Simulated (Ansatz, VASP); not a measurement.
## Two plane-wave programs on SiO2

POSCAR

```
SiO2
1.0
    0.0000000000      2.2415274266      2.2614068725
    2.2415274266      0.0000000000      2.2614068725
    2.2415274266      2.2415274266      0.0000000000
Si O
1 2
Direct
    0.0000000000      0.0000000000      0.0000000000
    0.2500000000      0.2500000000      0.2500000000
    0.7500000000      0.7500000000      0.7500000000
```

File INCAR.step1:

```
PREC     = Accurate       # precision mode
ENCUT    = 520            # plane-wave cutoff, eV
ISMEAR   = 0              # smearing method
SIGMA    = 0.01           # smearing width, eV
LREAL    = False          # projectors in reciprocal space
LASPH    = True           # aspherical terms in the spheres
NELM     = 100            # most SCF steps
NBANDS   = 15             # bands
GGA      = PE             # functional
ALGO     = Normal         # electronic algorithm
EDIFF    = 1E-4           # SCF threshold, eV
LWAVE    = True           # write WAVECAR
LCHARG   = False          # write CHGCAR
```

INCAR.step2

```
PREC     = Accurate       # precision mode
ENCUT    = 520            # plane-wave cutoff, eV
EDIFF    = 1E-7           # SCF threshold, eV
ISMEAR   = 0              # smearing method
SIGMA    = 0.01           # smearing width, eV
LREAL    = False          # projectors in reciprocal space
LASPH    = True           # aspherical terms in the spheres
NELM     = 100            # most SCF steps
ALGO     = Normal         # electronic algorithm
ISIF     = 2              # what is computed and relaxed
LWAVE    = False          # write WAVECAR
LCHARG   = False          # write CHGCAR
METAGGA  = R2SCAN         # meta-GGA
LMIXTAU  = True         
NBANDS   = 15             # bands
ISTART   = 1
```

KPOINTS

```
Automatic mesh
0
Gamma
  10 10 10
```

Input for Ansatz:

```yaml
crystal:
  lattice:
    - [0.0, 2.2415274266, 2.2614068725]
    - [2.2415274266, 0.0, 2.2614068725]
    - [2.2415274266, 2.2415274266, 0.0]
  atoms:
    - { symbol: Si, position: [0.0, 0.0, 0.0] }
    - { symbol: O, position: [0.25, 0.25, 0.25] }
    - { symbol: O, position: [0.75, 0.75, 0.75] }
kpoints:
  mp_grid: { grid: [10, 10, 10] }
  band_path:
    path:
      - [0.0, 0.0, 0.0]
      - [0.5, 0.0, 0.5]
      - [0.625, 0.25, 0.625]
      - [0.375, 0.375, 0.75]
      - [0.5, 0.5, 0.5]
      - [0.5, 0.25, 0.75]
      - [0.0, 0.5, 0.5]
    npoints: 1
hamiltonian:
  xc: r2scan
scf:
  occupations: { method: fixed }
  n_extra_bands: 4
output:
  forces: true
  stress: true
  eigenvalues: true
```

Change from the starting cell: epitaxial_xy strain -1.0%.

Alike in both runs: task single point; functional r2SCAN; k mesh 10 × 10 × 10; no spin polarisation.

```csv
,VASP,Ansatz
version,VASP 6.6.1,Ansatz 0.2.0
potentials or method,"VASP PAW PBE potentials, release 64 (Si, O)","plane waves, PAW"
plane-wave cutoff (eV),520,500
occupations,"gaussian, width 0.01 eV",fixed
valence electrons in the cell,16,16
```

```csv
,VASP,Ansatz,Ansatz less VASP
gap on the k mesh at the Fermi level (eV),2.61,2.65,+0.035
pressure (GPa),7.5,6.9,-0.56
"traceless stress, the component that is largest in VASP (GPa)",-6.90,-6.91,-0.005
```

VASP's potentials were made for PBE, not for r2SCAN.
